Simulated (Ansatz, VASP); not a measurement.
# BaTiO3: VASP beside Ansatz

File POSCAR:

```
BaTiO3
1.0
   -4.0405115400      0.0000000000     -4.0588967900
    0.0000000000     -4.0405115400      0.0000000000
   -4.0405115400      0.0000000000      4.0588967900
Ba Ti O
2 2 6
Direct
    0.0000000000      0.0000000000      0.0000000000
    0.5000000000      0.0000000000      0.5000000000
    0.5050000000      0.5000000000      0.9950000000
    0.0050000000      0.5000000000      0.4950000000
    0.7405000000      0.5000000000      0.7595000000
    0.2405000000      0.5000000000      0.2595000000
    0.9915000000      0.0000000000      0.5085000000
    0.4915000000      0.0000000000      0.0085000000
    0.7415000000      0.5000000000      0.2585000000
    0.2415000000      0.5000000000      0.7585000000
```

The input INCAR.step1:

```
SYSTEM = BaTiO3
PREC = Accurate
ENCUT = 520
ISMEAR = 0
SIGMA = 0.0284
LREAL = .False.
LASPH = .True.
NELM = 150
ISPIN = 2
MAGMOM = 0 0 0 0 0 0 0 0 0 0
LMAXMIX = 4
NBANDS = 55
GGA = PE
ALGO = Normal
EDIFF = 1E-4
LWAVE = .True.
LCHARG = .False.
```

Contents of INCAR.step2:

```
SYSTEM = BaTiO3
PREC = Accurate
ENCUT = 520
EDIFF = 1E-6
ISMEAR = 0
SIGMA = 0.0284
LREAL = .False.
LASPH = .True.
NELM = 150
ALGO = Normal
ISIF = 2
LWAVE = .False.
LCHARG = .True.
ISPIN = 2
MAGMOM = 0 0 0 0 0 0 0 0 0 0
LORBIT = 11
LMAXMIX = 4
METAGGA = R2SCAN
LMIXTAU = .True.
LELF = .True.
LVHAR = .True.
NBANDS = 55
ISTART = 1
```

File KPOINTS:

```
regular mesh
0
Gamma
  3 5 3
  0 0 0
```

Input for Ansatz:

```yaml
crystal:
  lattice:
    - [4.04051154, 0.0, 4.05889679]
    - [0.0, 4.04051154, 0.0]
    - [4.04051154, 0.0, -4.05889679]
  atoms:
    - { symbol: Ba, position: [0.0, 0.0, 0.0] }
    - { symbol: Ba, position: [0.5, 0.0, 0.5] }
    - { symbol: Ti, position: [0.495, 0.5, 0.005] }
    - { symbol: Ti, position: [0.995, 0.5, 0.505] }
    - { symbol: O, position: [0.2595, 0.5, 0.2405] }
    - { symbol: O, position: [0.7595, 0.5, 0.7405] }
    - { symbol: O, position: [0.0085, 0.0, 0.4915] }
    - { symbol: O, position: [0.5085, 0.0, 0.9915] }
    - { symbol: O, position: [0.2585, 0.5, 0.7415] }
    - { symbol: O, position: [0.7585, 0.5, 0.2415] }
kpoints:
  mp_grid: { grid: [3, 5, 3], shift: [0, 0, 0] }
  band_path:
    path:
      - [0.0, 0.0, 0.0]
      - [0.0, 0.5, 0.0]
      - [0.5, 0.5, 0.5]
      - [0.0, 0.0, 0.0]
      - [0.5, 0.0, -0.5]
      - [0.5, 0.5, -0.5]
      - [1.0, 0.5, 0.0]
      - [0.5, 0.0, -0.5]
      - [0.0, 0.5, 0.0]
      - [0.5, 0.5, -0.5]
      - [0.5, 0.5, 0.5]
    npoints: 6
magnetization:
  spin_polarized: true
scf:
  occupations: { method: gaussian, width: 0.0284 }
  lower_state_search: "off"
  max_iter: 200
hamiltonian:
  pseudopotentials: { kind: paw }
  xc: r2scan
basis:
  ecutwfc: 500
  fft_grid_basis: typed
output:
  forces: true
  stress: true
  eigenvalues: true
  bader: true
  populations: true
  elf: true
  write_potential: true
  volumetric_format: npy
  dos:
    e_range: [-12, 8]
    de: 0.05
    projected: { site_lists: { Ba: [Ba], O: [O], Ti: [Ti] } }
checkpoint:
  read: saved_state
```

Alike in both runs: task single point; functional r2SCAN; k mesh 3 × 5 × 3; occupations gaussian, width 0.0284 eV; collinear spin.

|  | VASP | Ansatz |
| --- | --- | --- |
| version | VASP 6.6.1 | Ansatz 0.2.0 |
| potentials or method | VASP PAW PBE potentials, release 64 (Ba_sv, Ti_sv, O), cutoff 520 eV | PAW plane waves |
| valence electrons in the cell | 80 | 80 |

|  | VASP | Ansatz | Ansatz less VASP |
| --- | --- | --- | --- |
| gap on the k mesh at the Fermi level (eV) | 2.18 | 2.19 | +0.015 |
| pressure (GPa) | -4.0 | -5.8 | -1.74 |
| rms of the force components (eV/Å) | 0.155 | 0.181 | +0.0266 |

VASP's potentials were made for PBE, not for r2SCAN. With one functional, cell and mesh, what is left measures potentials, basis and numerics. Ansatz's warnings: no starting moments.

Neither program's run includes spin-orbit coupling.
